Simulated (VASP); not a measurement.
# SrO (R3m) in VASP: single point with r2SCAN

Aim: the single point of SrO with r2SCAN.

Program: VASP 6.6.1. These are calculated values, not measurements. Logs are shortened: lines on timing, memory, paths and dates and some standing lists are left out, and cuts for length are marked.

## Step 1: The cell of the first run

It takes space group R3m (No. 160, trigonal). Conventional cell: a = 3.751 Å, b = 3.751 Å, c = 10.092 Å, α = 90.00°, β = 90.00°, γ = 120.00°. Within 3.1 Å of Sr (site symmetry 3m) lie 4 O at 2.36 to 2.41 Å. Within 3.1 Å of O (site symmetry 3m) lie 4 Sr at 2.36 to 2.41 Å.

## Step 2: Single point, r2SCAN (epitaxial 111 strain -5.0%)

POSCAR

```
SrO
1.0
    0.1739462916      2.8263335547      2.8263335547
    2.8263335547      0.1739462916      2.8263335547
    2.8263335547      2.8263335547      0.1739462916
Sr O
1 1
Direct
    0.0053923474      0.0053923474      0.0053923474
    0.2446076526      0.2446076526      0.2446076526
```

INCAR.step1

```
SYSTEM = SrO
  ALGO = Normal
  EDIFF = 1E-4
  ENCUT = 520
  GGA = PE
  ISMEAR = 0
  LASPH = .TRUE.
  LCHARG = .FALSE.
  LREAL = .FALSE.
  LWAVE = .TRUE.
  NBANDS = 15
  NELM = 100
  PREC = Accurate
  SIGMA = 0.01
```

INCAR.step2

```
SYSTEM = SrO
  ALGO = Normal
  EDIFF = 1E-6
  ENCUT = 520
  ISIF = 2
  ISMEAR = 0
  ISTART = 1
  LASPH = .TRUE.
  LCHARG = .FALSE.
  LMIXTAU = .TRUE.
  LREAL = .FALSE.
  LWAVE = .FALSE.
  METAGGA = R2SCAN
  NBANDS = 15
  NELM = 100
  PREC = Accurate
  SIGMA = 0.01
```

KPOINTS

```
k-points
0
G
  8 8 8
  0 0 0
```

Potentials or basis: VASP PAW PBE potentials, release 64 (Sr_sv, O).

Started as:

```console
$ cat potpaw_PBE.64/Sr_sv/POTCAR potpaw_PBE.64/O/POTCAR > POTCAR
$ cp INCAR.step1 INCAR
$ mpirun -np 1 vasp_std > vasp.out
$ cp INCAR.step2 INCAR
$ mpirun -np 1 vasp_std > vasp.out
```

OUTCAR:

```text
SYSTEM = SrO
   EDIFF = 1E-6
   ENCUT = 520
   ISIF = 2
   ISMEAR = 0
   ISTART = 1
   LASPH = .TRUE.
   LREAL = .FALSE.
   METAGGA = R2SCAN
   NELM = 100
   PREC = Accurate

 ion  position               nearest neighbor table
   1  0.005  0.005  0.005-   2 2.36   2 2.36   2 2.36   2 2.41
   2  0.245  0.245  0.245-   1 2.36   1 2.36   1 2.36   1 2.41

  LATTYP: Found a trigonal (rhomboedric) cell.
 ALAT       =     4.0008224201
 COS(alpha) =     0.5604833651

  Lattice vectors:

 A1 = (   0.1739462916,   2.8263335547,   2.8263335547)
 A2 = (   2.8263335547,   0.1739462916,   2.8263335547)
 A3 = (   2.8263335547,   2.8263335547,   0.1739462916)

Analysis of symmetry for initial positions (statically):
=====================================================================
 Subroutine PRICEL returns:
 Original cell was already a primitive cell.

 Routine SETGRP: Setting up the symmetry group for a
 trigonal (rhombohedral) supercell.

 Subroutine GETGRP returns: Found  6 space group operations
 (whereof  6 operations were pure point group operations)
 out of a pool of 12 trial point group operations.

The static configuration has the point symmetry C_3v.

Analysis of symmetry for dynamics (positions and initial velocities):
=====================================================================
 Subroutine PRICEL returns:
 Original cell was already a primitive cell.

 Routine SETGRP: Setting up the symmetry group for a
 trigonal (rhombohedral) supercell.

 Subroutine GETGRP returns: Found  6 space group operations
 (whereof  6 operations were pure point group operations)
 out of a pool of 12 trial point group operations.

The dynamic configuration has the point symmetry C_3v.

 Subroutine INISYM returns: Found  6 space group operations
 (whereof  6 operations are pure point group operations),
 and found     1 'primitive' translations

----------------------------------------------------------------------------------------

                                     Primitive cell

  volume of cell :      40.9911

  direct lattice vectors                    reciprocal lattice vectors
     0.173946292  2.826333555  2.826333555    -0.194137140  0.182881712  0.182881712
     2.826333555  0.173946292  2.826333555     0.182881712 -0.194137140  0.182881712
     2.826333555  2.826333555  0.173946292     0.182881712  0.182881712 -0.194137140

  length of vectors
     4.000822420  4.000822420  4.000822420     0.323389347  0.323389347  0.323389347

  position of ions in fractional coordinates (direct lattice)
     0.005392347  0.005392347  0.005392347
     0.244607653  0.244607653  0.244607653

  ion indices of the primitive-cell ions
   primitive index   ion index
                 1           1
                 2           2

----------------------------------------------------------------------------------------

 KPOINTS: k-points

Automatic generation of k-mesh.
 Grid dimensions read from file:
 generate k-points for:    8    8    8

 Generating k-lattice:

  Cartesian coordinates                     Fractional coordinates (reciprocal lattice)
    -0.024267143  0.022860214  0.022860214     0.125000000  0.000000000  0.000000000
     0.022860214 -0.024267143  0.022860214     0.000000000  0.125000000  0.000000000
     0.022860214  0.022860214 -0.024267143     0.000000000  0.000000000  0.125000000

  Length of vectors
     0.040423668  0.040423668  0.040423668

  Shift w.r.t. Gamma in fractional coordinates (k-lattice)
     0.000000000  0.000000000  0.000000000

 Subroutine IBZKPT returns following result:
 ===========================================

 Found     65 irreducible k-points:

 Following reciprocal coordinates:
            Coordinates               Weight
  0.000000  0.000000  0.000000      1.000000
  0.125000  0.000000 -0.000000      6.000000
  0.250000  0.000000 -0.000000      6.000000
  0.375000  0.000000  0.000000      6.000000
  0.500000  0.000000 -0.000000      3.000000
  0.125000  0.125000 -0.000000      6.000000
[... 16 lines left out ...]
  0.250000  0.125000  0.125000      6.000000
  0.375000  0.125000  0.125000      6.000000
 [... further k-points ...]
   k-points           NKPTS =     65   k-points in BZ     NKDIM =     65   number of bands    NBANDS=     15
   number of dos      NEDOS =    301   number of ions     NIONS =      2
   total plane-waves  NPLWV =  27000
   dimension x,y,z NGX =    30 NGY =   30 NGZ =   30
   dimension x,y,z NGXF=    60 NGYF=   60 NGZF=   60
   ions per type =               1   1
   NGX,Y,Z   is equivalent  to a cutoff of  12.47, 12.47, 12.47 a.u.
   NGXF,Y,Z  is equivalent  to a cutoff of  24.93, 24.93, 24.93 a.u.
 SYSTEM =  SrO
   PREC   = accura    normal or accurate (medium, high low for compatibility)
   ISTART =      1    job   : 0-new  1-cont  2-samecut
   ICHARG =      0    charge: 1-file 2-atom 10-const
   ISPIN  =      1    spin polarized calculation?
   LNONCOLLINEAR =      F non collinear calculations
   LSORBIT =      F    spin-orbit coupling
   LASPH  =      T    aspherical Exc in radial PAW
   ENCUT  =  520.0 eV  38.22 Ry    6.18 a.u.   7.44  7.44  7.44*2*pi/ulx,y,z
   NELM   =    100;   NELMIN=  2; NELMDL=  0     # of ELM steps
   EDIFF  = 0.1E-05   stopping-criterion for ELM
   LREAL  =      F    real-space projection
   EDIFFG = 0.1E-04   stopping-criterion for IOM
   NSW    =      0    number of steps for IOM
   IBRION =     -1    ionic relax: 0-MD 1-quasi-New 2-CG
   NFREE  =      0    steps in history (QN), initial steepest desc. (CG)
   ISIF   =      2    stress and relaxation
   ISYM   =      2    0-nonsym 1-usesym 2-fastsym
   POTIM  = 0.5000    time-step for ionic-motion
   TEBEG  =    0.0;   TEEND  =   0.0 temperature during run
   PSTRESS=    0.0 pullay stress
   NELECT =      16.0000    total number of electrons
   NUPDOWN=      -1.0000    fix difference up-down
   EMIN   =  10.00;   EMAX   =-10.00  energy-range for DOS
   EFERMI =   0.00;   METHOD = LEGACY
   ISMEAR =     0;   SIGMA  =   0.01  broadening in eV -4-tet -1-fermi 0-gaus
   EFERMI_NEDOS =   21; number of points for ismear=-14 and -15
   IALGO  =     38    algorithm
   IMIX   =      4    mixing-type and parameters
     AMIX     =   0.40;   BMIX     =  1.00
     AMIX_MAG =   1.60;   BMIX_MAG =  1.00
  volume/ion in A,a.u.               =      20.50       138.31
  Fermi-wavevector in a.u.,A,eV,Ry     =   1.196423  2.260912 19.475765  1.431428
  Thomas-Fermi vector in A             =   2.332364
   LORBIT       =      0    0 simple, 1 ext, 2 COOP (PROOUT), +10 PAW based schemes
   METAGGA = R2SCAN    functional components
   LHFCALC =     F    Hartree Fock is set to
   AEXX    =    0.0000 exact exchange contribution
   IVDW    =     0    specifies the selected vdW correction
   LEPSILON=     F    determine dielectric tensor
   LRPA    =     F    only Hartree local field effects (RPA)
 non-spin polarized calculation
 Gauss-broadening in eV      SIGMA  =   0.01
  energy-cutoff  :      520.00
  volume of cell :       40.99
 maximum number of plane-waves:      1114
 NGX is ok and might be reduce to    30
   NGX = 15   NGY = 15   NGZ = 15

 number of electron      16.0000000 magnetization

 Free energy of the ion-electron system (eV)
  ---------------------------------------------------
  ext. energy  EPLUGINS =         0.00000000
  ---------------------------------------------------
  free energy    TOTEN  =       -26.54696466 eV

  energy without entropy =      -26.54696466  energy(sigma->0) =      -26.54696466

 E-fermi :   0.3023     XC(G=0):  -9.4170

 val. band max:        0.2460450489   @ k =  -0.2500   0.5000   0.2500
 cond. band min:       3.2974883995   @ k =   0.0000   0.0000   0.0000
 fundamental gap:      3.0514433507
 Fermi energy:         0.3022502022

 k-point     1 :       0.0000    0.0000    0.0000
  band No.  band energies     occupation
      1     -32.9213      2.00000
      2     -15.6323      2.00000
      3     -14.1428      2.00000
      4     -14.1428      2.00000
      5     -14.1095      2.00000
      6      -0.8963      2.00000
      7      -0.6059      2.00000
      8      -0.6059      2.00000
      9       3.2975      0.00000
     10       8.9908      0.00000
     11       8.9908      0.00000
     12      10.3392      0.00000
     13      10.7224      0.00000
     14      10.7224      0.00000
     15      15.1203      0.00000

 k-point     2 :       0.1250    0.0000   -0.0000
  band No.  band energies     occupation
      1     -32.9075      2.00000
      2     -15.8768      2.00000
      3     -14.1834      2.00000
      4     -14.1644      2.00000
      5     -13.8971      2.00000
      6      -0.8667      2.00000
      7      -0.6615      2.00000
      8      -0.5612      2.00000
      9       3.8562      0.00000
     10       8.4803      0.00000
     11       8.8038      0.00000
     12      10.2205      0.00000
     13      10.8293      0.00000
     14      11.1223      0.00000
     15      15.0715      0.00000

 k-point     3 :       0.2500    0.0000   -0.0000
  band No.  band energies     occupation
      1     -32.8739      2.00000
      2     -16.3231      2.00000
      3     -14.2160      2.00000
      4     -14.2137      2.00000
      5     -13.6060      2.00000
      6      -0.8302      2.00000
      7      -0.5506      2.00000
      8      -0.4677      2.00000
      9       4.9739      0.00000
     10       7.9236      0.00000
     11       8.7543      0.00000
     12       9.4904      0.00000
     13      11.1023      0.00000
     14      11.6527      0.00000
     15      13.8547      0.00000

 k-point     4 :       0.3750    0.0000    0.0000
  band No.  band energies     occupation
      1     -32.8400      2.00000
      2     -16.6744      2.00000
      3     -14.2666      2.00000
      4     -14.2386      2.00000
      5     -13.4279      2.00000
      6      -0.6230      2.00000
      7      -0.4076      2.00000
      8      -0.3955      2.00000
      9       5.7955      0.00000
     10       7.6832      0.00000
     11       8.8136      0.00000
     12       9.1057      0.00000
     13      11.0588      0.00000
     14      11.7246      0.00000
     15      13.6601      0.00000
[... 307 lines left out ...]
 k-point    22 :       0.1250    0.1250    0.1250
  band No.  band energies     occupation
      1     -32.9125      2.00000
      2     -15.9089      2.00000
      3     -14.1534      2.00000
      4     -14.1534      2.00000
      5     -13.8514      2.00000
      6      -0.9467      2.00000
      7      -0.5520      2.00000
      8      -0.5520      2.00000
      9       3.7401      0.00000
     10       8.7485      0.00000
     11       8.7485      0.00000
     12       9.9828      0.00000
     13      11.0231      0.00000
     14      11.0231      0.00000
     15      14.0734      0.00000

 k-point    23 :       0.2500    0.1250    0.1250
  band No.  band energies     occupation
      1     -32.8946      2.00000
      2     -16.1848      2.00000
      3     -14.2550      2.00000
      4     -14.1700      2.00000
      5     -13.5729      2.00000
      6      -0.9238      2.00000
      7      -0.5128      2.00000
      8      -0.4959      2.00000
      9       4.4316      0.00000
     10       8.3119      0.00000
     11       8.3662      0.00000
     12       9.9783      0.00000
     13      10.9815      0.00000
     14      11.5192      0.00000
     15      13.9489      0.00000

 k-point    24 :       0.3750    0.1250    0.1250
  band No.  band energies     occupation
      1     -32.8609      2.00000
      2     -16.5343      2.00000
      3     -14.3658      2.00000
      4     -14.2216      2.00000
      5     -13.3017      2.00000
      6      -0.7316      2.00000
      7      -0.4393      2.00000
      8      -0.4163      2.00000
      9       5.3172      0.00000
     10       7.8583      0.00000
     11       8.3529      0.00000
     12       9.3935      0.00000
     13      11.3057      0.00000
     14      11.8786      0.00000
     15      13.6239      0.00000

 [... further k-points ...]
[... 5 lines left out ...]
  --------------------------------------------------------------------------------------
  -------------------------------------------------------------------------------------
  Total        1.1455079      1.1455079      1.1455079     -0.4947578     -0.4947578     -0.4947578
  in kB       44.7732464     44.7732464     44.7732464    -19.3380700    -19.3380700    -19.3380700
  external PRESSURE =      44.7732464 kB  Pullay stress =       0.0000000 kB

 VOLUME and BASIS-vectors are now :
 -----------------------------------------------------------------------------
  energy-cutoff  :      520.00
  volume of cell :       40.99
      direct lattice vectors                 reciprocal lattice vectors
     0.173946292  2.826333555  2.826333555    -0.194137140  0.182881712  0.182881712
     2.826333555  0.173946292  2.826333555     0.182881712 -0.194137140  0.182881712
     2.826333555  2.826333555  0.173946292     0.182881712  0.182881712 -0.194137140

 POSITION                                       TOTAL-FORCE (eV/Angst)
 -----------------------------------------------------------------------------------
      0.03142      0.03142      0.03142         0.012135      0.012135      0.012135
      1.42523      1.42523      1.42523        -0.012135     -0.012135     -0.012135
 -----------------------------------------------------------------------------------
    total drift:                               -0.000694     -0.000694     -0.000694

  FREE ENERGIE OF THE ION-ELECTRON SYSTEM (eV)
  ---------------------------------------------------
  free  energy   TOTEN  =       -26.5469646566 eV

  energy  without entropy=      -26.5469646566  energy(sigma->0) =      -26.54696466
```

Run time: 3.1 min. Hardware: 1 thread of Intel Xeon Platinum 8375C at 2.90GHz (Ice Lake), shared host; peak memory 0.19 GiB.

Results:

* Free energy: -26.5470 eV
* Pressure: 4.5 GPa
* Largest force: 0.021 eV/Å
* Band gap on the k mesh: 3.05 eV, indirect (least direct gap 3.90 eV)

Forces in eV/Å, atoms in the order of the input:
```
Sr   0.012  0.012  0.012
O   -0.012 -0.012 -0.012
```

Caveat: the cell differs from its parent crystal (epitaxial 111 strain -5.0%); the PAW data sets were made with another functional, which shifts forces and pressure a little.
